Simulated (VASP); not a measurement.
# Sb in VASP: single point with LDA

Aim: the single point of Sb with LDA.

Everything below comes from runs of VASP 6.6.1. Logs are shortened: lines on timing, memory, paths and dates and some standing lists are left out, and cuts for length are marked.

## (1) The cell of the first run

The cell holds a slab with vacuum, 6 atoms: a = 7.034 Å, b = 7.034 Å, c = 22.530 Å, α = 90.00°, β = 90.00°, γ = 120.00°.

## (2) Single point, LDA

Input file INCAR:

```
PREC = Accurate
ENCUT = 400
EDIFF = 1E-6
ISMEAR = 0
SIGMA = 0.04
LREAL = F
LASPH = T
NELM = 120
ALGO = Normal
ISIF = 2
LWAVE = F
LCHARG = T
LDIPOL = T
IDIPOL = 3
DIPOL = 0.5 0.5 0.636
LELF = T
LVHAR = T
LVACPOTAV = T
NBANDS = 24
GGA_COMPAT = F
NELMDL = -8
```

Input file KPOINTS:

```
regular mesh
0
Gamma
  6 6 1
```

Input file POSCAR:

```
Sb
1.0
    7.0339468174      0.0000000000      0.0000000000
   -3.5169734087      6.0915766327      0.0000000000
    0.0000000000      0.0000000000     22.5300000000
Sb
6
Direct
    0.6666670000      0.6666670000      0.6002152316
    0.3350763058      0.9964207050      0.6001024836
    1.0054781416      0.3345539183      0.6000825446
    0.3364407877      0.3302599393      0.6719973793
    0.9995197152      0.6649539883      0.6718443675
    0.6712114281      1.0024248617      0.6719662987
```

Potentials or basis: VASP PAW LDA potentials, release 64 (Sb).

Started as:

```bash
> cat potpaw_LDA.64/Sb/POTCAR > POTCAR
> mpirun -np 1 vasp_std > vasp.out
```

OUTCAR:

```text
PREC = Accurate
   ENCUT = 400
   EDIFF = 1E-6
   ISMEAR = 0
   LREAL = F
   LASPH = T
   NELM = 120
   ISIF = 2
   NELMDL = -8

 ion  position               nearest neighbor table
   1  0.667  0.667  0.600-   4 2.85   5 2.85   6 2.85
   2  0.335  0.996  0.600-   6 2.85   4 2.85   5 2.85
   3  0.005  0.335  0.600-   5 2.85   4 2.85   6 2.85
   4  0.336  0.330  0.672-   1 2.85   2 2.85   3 2.85
   5  1.000  0.665  0.672-   3 2.85   1 2.85   2 2.85
   6  0.671  0.002  0.672-   2 2.85   3 2.85   1 2.85

  LATTYP: Found a hexagonal cell.
 ALAT       =     7.0339468174
 C/A-ratio  =     3.2030381498

  Lattice vectors:

 A1 = (   7.0339468174,   0.0000000000,   0.0000000000)
 A2 = (  -3.5169734087,   6.0915766327,   0.0000000000)
 A3 = (   0.0000000000,   0.0000000000,  22.5300000000)

Analysis of symmetry for initial positions (statically):
=====================================================================
 Subroutine PRICEL returns:
 Original cell was already a primitive cell.

 Routine SETGRP: Setting up the symmetry group for a
 hexagonal supercell.

 Subroutine GETGRP returns: Found  1 space group operations
 (whereof  1 operations were pure point group operations)
 out of a pool of 24 trial point group operations.

The static configuration has the point symmetry C_1 .

Analysis of symmetry for dynamics (positions and initial velocities):
=====================================================================
 Subroutine PRICEL returns:
 Original cell was already a primitive cell.

 Routine SETGRP: Setting up the symmetry group for a
 hexagonal supercell.

 Subroutine GETGRP returns: Found  1 space group operations
 (whereof  1 operations were pure point group operations)
 out of a pool of 24 trial point group operations.

The dynamic configuration has the point symmetry C_1 .

 Subroutine INISYM returns: Found  1 space group operations
 (whereof  1 operations are pure point group operations),
 and found     1 'primitive' translations

----------------------------------------------------------------------------------------

                                     Primitive cell

  volume of cell :     965.3615

  direct lattice vectors                    reciprocal lattice vectors
     7.033946817  0.000000000  0.000000000     0.142167694  0.082080557  0.000000000
    -3.516973409  6.091576633  0.000000000     0.000000000  0.164161113  0.000000000
     0.000000000  0.000000000 22.530000000     0.000000000  0.000000000  0.044385264

  length of vectors
     7.033946817  7.033946817 22.530000000     0.164161113  0.164161113  0.044385264

  position of ions in fractional coordinates (direct lattice)
     0.666667000  0.666667000  0.600215232
     0.335076306  0.996420705  0.600102484
     0.005478142  0.334553918  0.600082545
     0.336440788  0.330259939  0.671997379
     0.999519715  0.664953988  0.671844368
     0.671211428  0.002424862  0.671966299

  ion indices of the primitive-cell ions
   primitive index   ion index
                 1           1
                 2           2
                 3           3
                 4           4
                 5           5
                 6           6

----------------------------------------------------------------------------------------

 KPOINTS: regular mesh

Automatic generation of k-mesh.
 Grid dimensions read from file:
 generate k-points for:    6    6    1

 Generating k-lattice:

  Cartesian coordinates                     Fractional coordinates (reciprocal lattice)
     0.023694616  0.013680093  0.000000000     0.166666667 -0.000000000  0.000000000
     0.000000000  0.027360186  0.000000000     0.000000000  0.166666667  0.000000000
     0.000000000  0.000000000  0.044385264     0.000000000  0.000000000  1.000000000

  Length of vectors
     0.027360186  0.027360186  0.044385264

  Shift w.r.t. Gamma in fractional coordinates (k-lattice)
     0.000000000  0.000000000  0.000000000

 Subroutine IBZKPT returns following result:
 ===========================================

 Found     20 irreducible k-points:

 Following reciprocal coordinates:
            Coordinates               Weight
  0.000000  0.000000  0.000000      1.000000
  0.166667  0.000000  0.000000      2.000000
  0.000000  0.166667  0.000000      2.000000
 -0.166667  0.166667  0.000000      2.000000
  0.333333 -0.000000  0.000000      2.000000
  0.000000  0.333333  0.000000      2.000000
[... 12 lines left out ...]
  0.500000 -0.166667  0.000000      2.000000
  0.333333  0.333333  0.000000      2.000000
   k-points           NKPTS =     20   k-points in BZ     NKDIM =     20   number of bands    NBANDS=     24
   number of dos      NEDOS =    301   number of ions     NIONS =      6
   total plane-waves  NPLWV = 345600
   dimension x,y,z NGX =    48 NGY =   48 NGZ =  150
   dimension x,y,z NGXF=    96 NGYF=   96 NGZF=  300
   ions per type =               6
   NGX,Y,Z   is equivalent  to a cutoff of  11.34, 11.34, 11.07 a.u.
   NGXF,Y,Z  is equivalent  to a cutoff of  22.69, 22.69, 22.14 a.u.
 SYSTEM =  unknown system
   PREC   = accura    normal or accurate (medium, high low for compatibility)
   ISTART =      0    job   : 0-new  1-cont  2-samecut
   ICHARG =      2    charge: 1-file 2-atom 10-const
   ISPIN  =      1    spin polarized calculation?
   LNONCOLLINEAR =      F non collinear calculations
   LSORBIT =      F    spin-orbit coupling
   LASPH  =      T    aspherical Exc in radial PAW
   ENCUT  =  400.0 eV  29.40 Ry    5.42 a.u.  11.47 11.47 36.74*2*pi/ulx,y,z
   NELM   =    120;   NELMIN=  2; NELMDL= -8     # of ELM steps
   EDIFF  = 0.1E-05   stopping-criterion for ELM
   LREAL  =      F    real-space projection
   EDIFFG = 0.1E-04   stopping-criterion for IOM
   NSW    =      0    number of steps for IOM
   IBRION =     -1    ionic relax: 0-MD 1-quasi-New 2-CG
   NFREE  =      0    steps in history (QN), initial steepest desc. (CG)
   ISIF   =      2    stress and relaxation
   ISYM   =      2    0-nonsym 1-usesym 2-fastsym
   POTIM  = 0.5000    time-step for ionic-motion
   TEBEG  =    0.0;   TEEND  =   0.0 temperature during run
   PSTRESS=    0.0 pullay stress
   NELECT =      30.0000    total number of electrons
   NUPDOWN=      -1.0000    fix difference up-down
   EMIN   =  10.00;   EMAX   =-10.00  energy-range for DOS
   EFERMI =   0.00;   METHOD = LEGACY
   ISMEAR =     0;   SIGMA  =   0.04  broadening in eV -4-tet -1-fermi 0-gaus
   EFERMI_NEDOS =   21; number of points for ismear=-14 and -15
   IALGO  =     38    algorithm
   IMIX   =      4    mixing-type and parameters
     AMIX     =   0.40;   BMIX     =  1.00
     AMIX_MAG =   1.60;   BMIX_MAG =  1.00
  volume/ion in A,a.u.               =     160.89      1085.76
  Fermi-wavevector in a.u.,A,eV,Ry     =   0.514697  0.972637  3.604365  0.264913
  Thomas-Fermi vector in A             =   1.529783
   LORBIT       =      0    0 simple, 1 ext, 2 COOP (PROOUT), +10 PAW based schemes
   GGA     = CA    functional components
   LHFCALC =     F    Hartree Fock is set to
   AEXX    =    0.0000 exact exchange contribution
   IVDW    =     0    specifies the selected vdW correction
   LEPSILON=     F    determine dielectric tensor
   LRPA    =     F    only Hartree local field effects (RPA)
 non-spin polarized calculation
 Gauss-broadening in eV      SIGMA  =   0.04
  energy-cutoff  :      400.00
  volume of cell :      965.36
 maximum number of plane-waves:     17629
 NGX is ok and might be reduce to    48
   NGX = 23   NGY = 23   NGZ = 73

 dipolmoment           0.000000      0.000000     -0.000004 electrons x Angstroem

 number of electron      29.9999999 magnetization

 dipolmoment           0.000000      0.000000      0.000002 electrons x Angstroem

 Free energy of the ion-electron system (eV)
  ---------------------------------------------------
  ext. energy  EPLUGINS =         0.00000000
  ---------------------------------------------------
  free energy    TOTEN  =       -27.36943608 eV

  energy without entropy =      -27.36943608  energy(sigma->0) =      -27.36943608

 E-fermi :  -2.7079     XC(G=0):  -2.4747

 val. band max:       -2.9289401995   @ k =   0.0000   0.0000   0.0000
 cond. band min:      -1.7118930187   @ k =   0.3333   0.3333   0.0000
 fundamental gap:      1.2170471808
 Fermi energy:        -2.7078758956

 k-point     1 :       0.0000    0.0000    0.0000
  band No.  band energies     occupation
      1     -14.5032      2.00000
      2     -11.5553      2.00000
      3     -11.5548      2.00000
      4     -11.5536      2.00000
      5     -11.5532      2.00000
      6      -9.2693      2.00000
[... 16 lines left out ...]
     23       0.7221      0.00000
     24       0.7224      0.00000

 k-point     2 :       0.1667    0.0000    0.0000
  band No.  band energies     occupation
      1     -14.4006      2.00000
      2     -12.2336      2.00000
      3     -12.0630      2.00000
      4     -11.0903      2.00000
      5     -10.8909      2.00000
      6      -9.2608      2.00000
[... 16 lines left out ...]
     23       0.5385      0.00000
     24       1.0019      0.00000

 k-point     3 :       0.0000    0.1667    0.0000
  band No.  band energies     occupation
      1     -14.4006      2.00000
      2     -12.2338      2.00000
      3     -12.0627      2.00000
      4     -11.0908      2.00000
      5     -10.8906      2.00000
      6      -9.2608      2.00000
[... 16 lines left out ...]
     23       0.5383      0.00000
     24       1.0021      0.00000
[... 406 lines left out ...]
 k-point    19 :       0.5000   -0.1667    0.0000
  band No.  band energies     occupation
      1     -13.8007      2.00000
      2     -13.2372      2.00000
      3     -12.7679      2.00000
      4     -10.4951      2.00000
      5      -9.9323      2.00000
      6      -9.4492      2.00000
[... 16 lines left out ...]
     23       0.6170      0.00000
     24       0.7061      0.00000

 k-point    20 :       0.3333    0.3333    0.0000
  band No.  band energies     occupation
      1     -13.3345      2.00000
      2     -13.3339      2.00000
      3     -13.3317      2.00000
      4      -9.8738      2.00000
      5      -9.8734      2.00000
      6      -9.8718      2.00000
[... 16 lines left out ...]
     23       0.7495      0.00000
     24       0.7523      0.00000

------------------------ aborting loop because EDIFF is reached ----------------------------------------

 vacuum level on the upper side and lower side of the slab       (xc-potential included)        -0.144        -0.133

  FORCE on cell =-STRESS in cart. coord.  units (eV):
  Direction    XX          YY          ZZ          XY          YZ          ZX
  --------------------------------------------------------------------------------------
  -------------------------------------------------------------------------------------
  Total       -1.4803678     -1.4833190      0.0835266     -0.0001223      0.0002175      0.0034205
  in kB       -2.4569156     -2.4618136      0.1386262     -0.0002029      0.0003609      0.0056769
  external PRESSURE =      -1.5933677 kB  Pullay stress =       0.0000000 kB

 VOLUME and BASIS-vectors are now :
 -----------------------------------------------------------------------------
  energy-cutoff  :      400.00
  volume of cell :      965.36
      direct lattice vectors                 reciprocal lattice vectors
     7.033946817  0.000000000  0.000000000     0.142167694  0.082080557  0.000000000
    -3.516973409  6.091576633  0.000000000     0.000000000  0.164161113  0.000000000
     0.000000000  0.000000000 22.530000000     0.000000000  0.000000000  0.044385264

 POSITION                                       TOTAL-FORCE (eV/Angst)
 -----------------------------------------------------------------------------------
      2.34465      4.06105     13.52285         0.036264     -0.008469     -0.023289
     -1.14748      6.06977     13.52031        -0.011283      0.035679     -0.019899
     -1.13808      2.03796     13.51986        -0.027060     -0.027361     -0.018982
      1.20499      2.01180     15.14010        -0.027995      0.024936      0.019373
      4.69194      4.05062     15.13665         0.036528      0.012249      0.023225
      4.71274      0.01477     15.13940        -0.006455     -0.037033      0.019572
 -----------------------------------------------------------------------------------
    total drift:                                0.000038      0.000033     -0.000030

  FREE ENERGIE OF THE ION-ELECTRON SYSTEM (eV)
  ---------------------------------------------------
  free  energy   TOTEN  =       -27.3694360800 eV

  energy  without entropy=      -27.3694360800  energy(sigma->0) =      -27.36943608

 vacuum level on the upper side and lower side of the slab         2.173         2.173
```

It took 14 min on 1 thread of Oxide Virtual Turin-like, shared host; peak memory 0.59 GiB.

What came out:

```yaml
Free_energy: -27.3694 eV
Largest_force: 0.045 eV/Å
Band_gap_on_the_k_mesh: 1.22 eV
Ionisation_potential_of_the_upper_face: 5.10 eV
```

Forces in eV/Å, atoms in the order of the input:
```
Sb   0.036 -0.008 -0.023
Sb  -0.011  0.036 -0.020
Sb  -0.027 -0.027 -0.019
Sb  -0.028  0.025  0.019
Sb   0.037  0.012  0.023
Sb  -0.006 -0.037  0.020
```

Caveat: spin-orbit coupling is left out, which moves the levels of the heavy elements.
